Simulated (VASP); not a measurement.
# Zn35O36 (a cell with a defect) in VASP: further runs, part 2 of 2

VASP 6.6.1. The steps go on from the part before.

### Step 3. Single point, LDA

INCAR

```
SYSTEM = Zn35O36
ALGO     = Normal         ! electronic algorithm
EDIFF    = 1E-7           ! SCF threshold, eV
ENCUT    = 520            ! plane-wave cutoff, eV
GGA      = CA             ! functional
ISIF     = 2              ! what is computed and relaxed
ISMEAR   = 0              ! smearing method
LASPH    = .TRUE.         ! aspherical terms in the spheres
LCHARG   = .FALSE.        ! write CHGCAR
LREAL    = Auto         
LWAVE    = .FALSE.        ! write WAVECAR
NBANDS   = 359            ! bands
NELECT   = 638.0        
NELM     = 80             ! most SCF steps
PREC     = Accurate       ! precision mode
SIGMA    = 0.02           ! smearing width, eV
```

KPOINTS

```
k-points
0
G
  1 1 1
  0 0 0
```

POSCAR

```
Zn35O36
1.0
    9.5613318899      0.0000000000      0.0000000000
   -4.7806659450      8.2803563107      0.0000000000
    0.0000000000      0.0000000000     10.3049808845
Zn O
35 36
Direct
    0.1128627065      0.2204707058      0.7449391790
    0.1179969980      0.5405785490      0.2466368476
    0.1090793387      0.5591258185      0.7493960529
    0.1117445618      0.8803084948      0.2516115293
    0.1128925584      0.8948979636      0.7589427955
    0.4530245157      0.2215885321      0.2516115293
    0.4384351556      0.2204406346      0.7589427955
    0.4395980828      0.5466500269      0.2490123008
    0.4464805516      0.5575316842      0.7487113355
    0.4465252208      0.8868082151      0.2490775120
    0.4434169110      0.8899166562      0.7530537016
    0.7927548602      0.2153363857      0.2466369446
    0.7742076661      0.2242539971      0.7493959559
    0.7812433732      0.5520896479      0.2511267152
    0.7771351463      0.5561980460      0.7525972233
    0.7866834429      0.8937352117      0.2490123008
    0.7758017961      0.8868528991      0.7487114325
    0.1615264544      0.1718066164      0.0844263575
    0.2229972095      0.1103359524      0.4917917905
    0.2244686515      0.4635666457     -0.0091647914
    0.2234544328      0.4424908618      0.5014116045
    0.2184256085      0.7904557189      0.0034647323
    0.2233404922      0.7754801556      0.5011901582
    0.5428778874      0.1149079779      0.0034647323
    0.5578532509      0.1099928513      0.5011901582
    0.5511334196      0.4439936957      0.0014324141
    0.5562057666      0.4428217654      0.5013961751
    0.5534501982      0.7798829854      0.0056391177
    0.5564391893      0.7768942252      0.4973584189
    0.8697666358      0.1088646389     -0.0091647914
    0.8908426313      0.1098788465      0.5014115075
    0.8858272959      0.4475062257      0.0020056321
    0.8912628401      0.4420705900      0.4965862681
    0.8893397481      0.7821999147      0.0014324141
    0.8905114608      0.7771274277      0.5013961751
    0.2309118176      0.1024211964      0.2155248054
    0.2235701475      0.1097630302      0.6868888045
    0.2303440681      0.4413418774      0.1747709210
    0.2229006408      0.4493114620      0.6949740208
    0.2235318641      0.7689347851      0.1914708064
    0.2222930492      0.7809089075      0.6896837636
    0.5643985187      0.1098015551      0.1914709035
    0.5524245027      0.1110403907      0.6896837636
    0.5605386053      0.4437830767      0.1910363563
    0.5554748472      0.4443369176      0.6897478103
    0.5587856889      0.7745478285      0.1934930324
    0.5538680817      0.7794653705      0.6866451359
    0.8919912939      0.1029891671      0.1747709210
    0.8840219608      0.1104328082      0.6949739238
    0.8923883209      0.4409450346      0.1908287868
    0.8876251008      0.4457082354      0.6860709476
    0.8895500100      0.7727944016      0.1910363563
    0.8889963687      0.7778584349      0.6897478103
    0.1113107813      0.2220226921      0.4705744779
    0.0992713991      0.2340619084      0.9366908205
    0.1138706446      0.5544493290      0.4370574822
    0.1058198897      0.5659703308      0.9371848534
    0.1107714469      0.8830036686      0.4415183348
    0.1048654463      0.8915062013      0.9426898612
    0.4503295843      0.2225617994      0.4415184318
    0.4418273056      0.2284680670      0.9426898612
    0.4459372565      0.5546258914      0.4391729641
    0.4478543544      0.5621311240      0.9365117809
    0.4451858925      0.8881474086      0.4390315762
    0.4427642824      0.8905692851      0.9419461432
    0.7788840839      0.2194627781      0.4370575793
    0.7673632494      0.2275136394      0.9371848534
    0.7791281287      0.5542051366      0.4403999436
    0.7750191136      0.5583142593      0.9405474021
    0.7787075546      0.8873961125      0.4391728671
    0.7712022785      0.8854789244      0.9365118779
```

Potentials or basis: VASP PAW LDA potentials, release 64 (Zn, O).

Run with:

```
$ cat potpaw_LDA.64/Zn/POTCAR potpaw_LDA.64/O/POTCAR > POTCAR
$ mpirun -np 1 vasp_gam > vasp.out
```

It took 9.9 min on 1 thread of Intel Xeon Platinum 8488C (Sapphire Rapids), shared host; peak memory 0.65 GiB.

Results (log left out):

- Free energy: -367.5324 eV
- Largest force: 0.133 eV/Å

Forces in eV/Å, atoms in the order of the input:
```
Zn   0.002 -0.001  0.019
Zn  -0.007 -0.001  0.017
Zn   0.000 -0.006 -0.004
Zn  -0.015 -0.057 -0.007
Zn   0.003 -0.003 -0.011
Zn   0.042  0.042 -0.007
Zn   0.004 -0.001 -0.011
Zn   0.011  0.015  0.019
Zn   0.003 -0.002 -0.003
Zn  -0.008  0.004  0.006
Zn   0.005 -0.003  0.002
Zn  -0.003  0.007  0.017
Zn   0.005  0.003 -0.004
Zn   0.015 -0.008  0.015
Zn   0.004 -0.003 -0.007
Zn  -0.007 -0.017  0.019
Zn   0.003 -0.002 -0.003
Zn  -0.003  0.002  0.014
Zn   0.036 -0.021 -0.018
Zn  -0.001 -0.018 -0.023
Zn   0.003  0.038  0.010
Zn   0.021 -0.003 -0.009
Zn   0.008 -0.003  0.013
Zn   0.013 -0.016 -0.009
Zn   0.007 -0.005  0.013
Zn  -0.007  0.033  0.000
Zn  -0.002  0.003  0.007
Zn  -0.010  0.006 -0.006
Zn   0.001 -0.001  0.005
Zn   0.015  0.010 -0.023
Zn  -0.032 -0.021  0.010
Zn   0.004 -0.003  0.002
Zn   0.005 -0.003  0.003
Zn  -0.032 -0.010  0.000
Zn  -0.003  0.001  0.007
O    0.046 -0.026  0.087
O    0.008 -0.005 -0.042
O    0.007 -0.080  0.008
O   -0.008  0.004 -0.015
O    0.009 -0.015  0.009
O   -0.017  0.010 -0.004
O    0.018 -0.001  0.009
O   -0.017  0.009 -0.004
O   -0.012 -0.001  0.001
O    0.006 -0.017 -0.004
O    0.021 -0.012  0.018
O   -0.003  0.002 -0.004
O    0.073  0.034  0.008
O   -0.008  0.005 -0.015
O   -0.003  0.002  0.012
O    0.000  0.000  0.000
O   -0.005  0.010  0.001
O    0.017  0.004 -0.004
O    0.003 -0.002 -0.059
O   -0.047  0.027 -0.121
O   -0.008  0.011 -0.011
O   -0.012  0.028  0.006
O   -0.003  0.012 -0.001
O   -0.003  0.088  0.042
O   -0.012 -0.004 -0.001
O   -0.078 -0.042  0.042
O   -0.002  0.002 -0.010
O    0.015  0.006  0.003
O   -0.006  0.004 -0.011
O    0.004 -0.002  0.013
O   -0.013  0.002 -0.011
O   -0.031 -0.003  0.006
O   -0.005  0.003 -0.007
O   -0.009  0.005  0.014
O   -0.003  0.001 -0.010
O    0.003 -0.016  0.003
```

Levels at points of the mesh, in eV from the Fermi level:
| k point | band 317 | band 318 | band 319 | band 320 | band 321 | band 322 |
| --- | --- | --- | --- | --- | --- | --- |
| (0.00, 0.00, 0.00) | -0.21 | -0.13 | -0.09 | 0.72 | 3.37 | 3.40 |

Caveat: the k points lie up to 0.76 Å⁻¹ apart; the cell carries a net charge on a neutralising background, which shifts energy and pressure; the cell is charged against a uniform background, so pressure and absolute levels hang on convention.
